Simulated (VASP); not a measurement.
# Te (R-3m) in VASP: single point with LDA

Aim: the single point of Te with LDA.

Everything below comes from runs of VASP 6.6.1. Logs are shortened: lines on timing, memory, paths and dates and some standing lists are left out, and cuts for length are marked.

### Step 1. The cell of the first run

It takes space group R-3m (No. 166, trigonal). Conventional cell: a = 4.612 Å, b = 4.612 Å, c = 5.073 Å, α = 90.00°, β = 90.00°, γ = 120.00°. Te (site symmetry -3m) has 12 Te at 3.15 to 4.30 Å within 4.4 Å.

### Step 2. Single point, LDA

INCAR reads:

```
SYSTEM = Te
PREC = Accurate
ENCUT = 500
EDIFF = 1E-6
ISMEAR = 1
SIGMA = 0.05
LREAL = .FALSE.
LASPH = .TRUE.
NELM = 120
ALGO = Normal
ISIF = 2
LWAVE = .FALSE.
LCHARG = .TRUE.
LELF = .TRUE.
LVHAR = .TRUE.
NBANDS = 9
GGA_COMPAT = .FALSE.
```

KPOINTS reads:

```
regular mesh
0
G
  7 7 7
  0 0 0
```

POSCAR reads:

```
Te
1.0
    2.3059045000      1.3313145838      1.6909536667
   -2.3059045000      1.3313145838      1.6909536667
    0.0000000000     -2.6626291676      1.6909536667
Te
1
Direct
    0.5000000000      0.5000000000      0.5000000000
```

Potentials or basis: VASP PAW LDA potentials, release 64 (Te).

The run is started by

```console
$ cat potpaw_LDA.64/Te/POTCAR > POTCAR
$ mpirun -np 1 vasp_std > vasp.out
```

OUTCAR:

```text
SYSTEM = Te
   PREC = Accurate
   ENCUT = 500
   EDIFF = 1E-6
   ISMEAR = 1
   LREAL = .FALSE.
   LASPH = .TRUE.
   NELM = 120
   ISIF = 2

 ion  position               nearest neighbor table
   1  0.500  0.500  0.500-

  LATTYP: Found a trigonal (rhomboedric) cell.
 ALAT       =     3.1541906073
 COS(alpha) =    -0.0688992223

  Lattice vectors:

 A1 = (   2.3059045000,   1.3313145838,   1.6909536667)
 A2 = (  -2.3059045000,   1.3313145838,   1.6909536667)
 A3 = (   0.0000000000,  -2.6626291676,   1.6909536667)

Analysis of symmetry for initial positions (statically):
=====================================================================
 Subroutine PRICEL returns:
 Original cell was already a primitive cell.

 Routine SETGRP: Setting up the symmetry group for a
 trigonal (rhombohedral) supercell.

 Subroutine GETGRP returns: Found 12 space group operations
 (whereof 12 operations were pure point group operations)
 out of a pool of 12 trial point group operations.

The static configuration has the point symmetry D_3d.

Analysis of symmetry for dynamics (positions and initial velocities):
=====================================================================
 Subroutine PRICEL returns:
 Original cell was already a primitive cell.

 Routine SETGRP: Setting up the symmetry group for a
 trigonal (rhombohedral) supercell.

 Subroutine GETGRP returns: Found 12 space group operations
 (whereof 12 operations were pure point group operations)
 out of a pool of 12 trial point group operations.

The dynamic configuration has the point symmetry D_3d.

 Subroutine INISYM returns: Found 12 space group operations
 (whereof 12 operations are pure point group operations),
 and found     1 'primitive' translations

----------------------------------------------------------------------------------------

                                     Primitive cell

  volume of cell :      31.1462

  direct lattice vectors                    reciprocal lattice vectors
     2.305904500  1.331314584  1.690953667     0.216834652  0.125189545  0.197127420
    -2.305904500  1.331314584  1.690953667    -0.216834652  0.125189545  0.197127420
     0.000000000 -2.662629168  1.690953667     0.000000000 -0.250379090  0.197127420

  length of vectors
     3.154190607  3.154190607  3.154190607     0.318667394  0.318667394  0.318667394

  position of ions in fractional coordinates (direct lattice)
     0.500000000  0.500000000  0.500000000

  ion indices of the primitive-cell ions
   primitive index   ion index
                 1           1

----------------------------------------------------------------------------------------

 KPOINTS: regular mesh

Automatic generation of k-mesh.
 Grid dimensions read from file:
 generate k-points for:    7    7    7

 Generating k-lattice:

  Cartesian coordinates                     Fractional coordinates (reciprocal lattice)
     0.030976379  0.017884221  0.028161060     0.142857143  0.000000000 -0.000000000
    -0.030976379  0.017884221  0.028161060     0.000000000  0.142857143 -0.000000000
     0.000000000 -0.035768441  0.028161060    -0.000000000 -0.000000000  0.142857143

  Length of vectors
     0.045523913  0.045523913  0.045523913

  Shift w.r.t. Gamma in fractional coordinates (k-lattice)
     0.000000000  0.000000000  0.000000000

 Subroutine IBZKPT returns following result:
 ===========================================

 Found     44 irreducible k-points:

 Following reciprocal coordinates:
            Coordinates               Weight
  0.000000  0.000000  0.000000      1.000000
  0.142857 -0.000000 -0.000000      6.000000
  0.285714  0.000000 -0.000000      6.000000
  0.428571  0.000000  0.000000      6.000000
  0.142857  0.142857  0.000000      6.000000
  0.285714  0.142857  0.000000     12.000000
[... 16 lines left out ...]
  0.285714  0.285714  0.142857      6.000000
  0.428571  0.285714  0.142857     12.000000
 [... further k-points ...]
   k-points           NKPTS =     44   k-points in BZ     NKDIM =     44   number of bands    NBANDS=      9
   number of dos      NEDOS =    301   number of ions     NIONS =      1
   total plane-waves  NPLWV =  13824
   dimension x,y,z NGX =    24 NGY =   24 NGZ =   24
   dimension x,y,z NGXF=    48 NGYF=   48 NGZF=   48
   ions per type =               1
   NGX,Y,Z   is equivalent  to a cutoff of  12.65, 12.65, 12.65 a.u.
   NGXF,Y,Z  is equivalent  to a cutoff of  25.30, 25.30, 25.30 a.u.
 SYSTEM =  Te
   PREC   = accura    normal or accurate (medium, high low for compatibility)
   ISTART =      0    job   : 0-new  1-cont  2-samecut
   ICHARG =      2    charge: 1-file 2-atom 10-const
   ISPIN  =      1    spin polarized calculation?
   LNONCOLLINEAR =      F non collinear calculations
   LSORBIT =      F    spin-orbit coupling
   LASPH  =      T    aspherical Exc in radial PAW
   ENCUT  =  500.0 eV  36.75 Ry    6.06 a.u.   5.75  5.75  5.75*2*pi/ulx,y,z
   NELM   =    120;   NELMIN=  2; NELMDL= -5     # of ELM steps
   EDIFF  = 0.1E-05   stopping-criterion for ELM
   LREAL  =      F    real-space projection
   EDIFFG = 0.1E-04   stopping-criterion for IOM
   NSW    =      0    number of steps for IOM
   IBRION =     -1    ionic relax: 0-MD 1-quasi-New 2-CG
   NFREE  =      0    steps in history (QN), initial steepest desc. (CG)
   ISIF   =      2    stress and relaxation
   ISYM   =      2    0-nonsym 1-usesym 2-fastsym
   POTIM  = 0.5000    time-step for ionic-motion
   TEBEG  =    0.0;   TEEND  =   0.0 temperature during run
   PSTRESS=    0.0 pullay stress
   NELECT =       6.0000    total number of electrons
   NUPDOWN=      -1.0000    fix difference up-down
   EMIN   =  10.00;   EMAX   =-10.00  energy-range for DOS
   EFERMI =   0.00;   METHOD = LEGACY
   ISMEAR =     1;   SIGMA  =   0.05  broadening in eV -4-tet -1-fermi 0-gaus
   EFERMI_NEDOS =   21; number of points for ismear=-14 and -15
   IALGO  =     38    algorithm
   IMIX   =      4    mixing-type and parameters
     AMIX     =   0.40;   BMIX     =  1.00
     AMIX_MAG =   1.60;   BMIX_MAG =  1.00
  volume/ion in A,a.u.               =      31.15       210.18
  Fermi-wavevector in a.u.,A,eV,Ry     =   0.945490  1.786717 12.162946  0.893951
  Thomas-Fermi vector in A             =   2.073396
   LORBIT       =      0    0 simple, 1 ext, 2 COOP (PROOUT), +10 PAW based schemes
   GGA     = CA    functional components
   LHFCALC =     F    Hartree Fock is set to
   AEXX    =    0.0000 exact exchange contribution
   IVDW    =     0    specifies the selected vdW correction
   LEPSILON=     F    determine dielectric tensor
   LRPA    =     F    only Hartree local field effects (RPA)
 non-spin polarized calculation
 Methfessel and Paxton  Order N= 1 SIGMA  =   0.05
  energy-cutoff  :      500.00
  volume of cell :       31.15
 maximum number of plane-waves:       805
   NGX = 11   NGY = 11   NGZ = 11

 number of electron       5.9999999 magnetization

 Free energy of the ion-electron system (eV)
  ---------------------------------------------------
  ext. energy  EPLUGINS =         0.00000000
  ---------------------------------------------------
  free energy    TOTEN  =        -3.74842305 eV

  energy without entropy =       -3.74795046  energy(sigma->0) =       -3.74826552

 E-fermi :   7.0908     XC(G=0):  -9.7111

 val. band max:        7.0843276042   @ k =  -0.2857   0.1429   0.0000
 cond. band min:       7.1216634529   @ k =  -0.2857   0.1429   0.1429
 fundamental gap:      0.0373358487
 Fermi energy:         7.0908431413

 k-point     1 :       0.0000    0.0000    0.0000
  band No.  band energies     occupation
      1      -7.0529      2.00000
      2       7.8849     -0.00000
      3       8.3510      0.00000
      4       8.3510      0.00000
      5      13.0168      0.00000
      6      13.0168      0.00000
      7      13.5080      0.00000
      8      23.7294      0.00000
      9      23.8075      0.00000

 k-point     2 :       0.1429   -0.0000   -0.0000
  band No.  band energies     occupation
      1      -6.8008      2.00000
      2       5.9561      2.00000
      3       8.2586      0.00000
      4       8.5579      0.00000
      5      13.2517      0.00000
      6      13.6055      0.00000
      7      15.8696      0.00000
      8      20.9254      0.00000
      9      21.0354      0.00000

 k-point     3 :       0.2857    0.0000   -0.0000
  band No.  band energies     occupation
      1      -6.1116      2.00000
      2       2.9602      2.00000
      3       8.7721      0.00000
      4       9.0875      0.00000
      5      13.8841      0.00000
      6      14.4469      0.00000
      7      18.1528      0.00000
      8      18.8143      0.00000
      9      20.1798      0.00000

 k-point     4 :       0.4286    0.0000    0.0000
  band No.  band energies     occupation
      1      -5.3329      2.00000
      2       0.9337      2.00000
      3       9.2838      0.00000
      4       9.6101      0.00000
      5      14.5222      0.00000
      6      15.6296      0.00000
      7      16.9355      0.00000
      8      17.8826      0.00000
      9      18.7156      0.00000

 k-point     5 :       0.1429    0.1429    0.0000
  band No.  band energies     occupation
      1      -6.5221      2.00000
      2       5.9582      2.00000
      3       6.0877      2.00000
      4       8.6177      0.00000
      5      13.7293      0.00000
      6      16.2192      0.00000
      7      16.3680      0.00000
      8      20.5199      0.00000
      9      21.2547      0.00000

 k-point     6 :       0.2857    0.1429    0.0000
  band No.  band energies     occupation
      1      -5.8154      2.00000
      2       3.0592      2.00000
      3       6.5244      2.00000
      4       9.1394      0.00000
      5      14.4612      0.00000
      6      16.2950      0.00000
      7      18.1440      0.00000
      8      18.8146      0.00000
      9      20.5805      0.00000
[... 169 lines left out ...]
 k-point    21 :      -0.2857    0.1429    0.1429
  band No.  band energies     occupation
      1      -5.6715      2.00000
      2       3.7492      2.00000
      3       7.1217      0.14552
      4       7.1233      0.11891
      5      14.4842      0.00000
      6      15.5787      0.00000
      7      16.7129      0.00000
      8      17.4565      0.00000
      9      20.6748      0.00000

 k-point    22 :      -0.1429    0.1429    0.1429
  band No.  band energies     occupation
      1      -6.3232      2.00000
      2       6.2866      2.00000
      3       6.4561      2.00000
      4       6.8817      2.00000
      5      15.5990      0.00000
      6      15.9807      0.00000
      7      16.1392      0.00000
      8      18.1834      0.00000
      9      18.8312      0.00000

 k-point    23 :       0.2857    0.2857    0.1429
  band No.  band energies     occupation
      1      -4.7616      2.00000
      2       3.6552      2.00000
      3       3.8607      2.00000
      4       7.1774     -0.03448
      5      13.6975      0.00000
      6      16.7193      0.00000
      7      17.6383      0.00000
      8      19.1175      0.00000
      9      21.8736      0.00000

 k-point    24 :       0.4286    0.2857    0.1429
  band No.  band energies     occupation
      1      -4.0293      2.00000
      2       1.9425      2.00000
      3       4.5134      2.00000
      4       7.8913     -0.00000
      5      11.5804      0.00000
      6      15.1578      0.00000
      7      17.8592      0.00000
      8      19.5518      0.00000
      9      22.7214      0.00000

 [... further k-points ...]

------------------------ aborting loop because EDIFF is reached ----------------------------------------

  FORCE on cell =-STRESS in cart. coord.  units (eV):
  Direction    XX          YY          ZZ          XY          YZ          ZX
  --------------------------------------------------------------------------------------
  -------------------------------------------------------------------------------------
  Total       -0.3529984     -0.3529984     -0.1130904     -0.0000000      0.0000000      0.0000000
  in kB      -18.1584329    -18.1584329     -5.8174311     -0.0000000      0.0000000      0.0000000
  external PRESSURE =     -14.0447657 kB  Pullay stress =       0.0000000 kB

 VOLUME and BASIS-vectors are now :
 -----------------------------------------------------------------------------
  energy-cutoff  :      500.00
  volume of cell :       31.15
      direct lattice vectors                 reciprocal lattice vectors
     2.305904500  1.331314584  1.690953667     0.216834652  0.125189545  0.197127420
    -2.305904500  1.331314584  1.690953667    -0.216834652  0.125189545  0.197127420
     0.000000000 -2.662629168  1.690953667     0.000000000 -0.250379090  0.197127420

 POSITION                                       TOTAL-FORCE (eV/Angst)
 -----------------------------------------------------------------------------------
      0.00000      0.00000      2.53643         0.000000     -0.000000     -0.000000
 -----------------------------------------------------------------------------------
    total drift:                                0.000000      0.000000     -0.000000

  FREE ENERGIE OF THE ION-ELECTRON SYSTEM (eV)
  ---------------------------------------------------
  free  energy   TOTEN  =        -3.7484230515 eV

  energy  without entropy=       -3.7479504592  energy(sigma->0) =       -3.74826552
```

It took 6.2 s on 1 thread of Intel Xeon Platinum 8375C at 2.90GHz (Ice Lake), shared host; peak memory 0.13 GiB.

What came out:

| Property | Result |
| --- | --- |
| Free energy | -3.7484 eV |
| Pressure | -1.4 GPa |
| Band gap on the k mesh | zero (bands 3 and 4 overlap by 4.83 eV) |

Levels at points of the mesh, in eV from the Fermi level:
```
           k point  band 1  band 2  band 3  band 4  band 5  band 6
(0.00, 0.00, 0.00)  -14.14    0.79    1.26    1.26    5.93    5.93
```

Caveat: spin-orbit coupling is left out, which moves the levels of the heavy elements.

The gap in the log of VASP goes by the Fermi energy; the results here count the filled bands.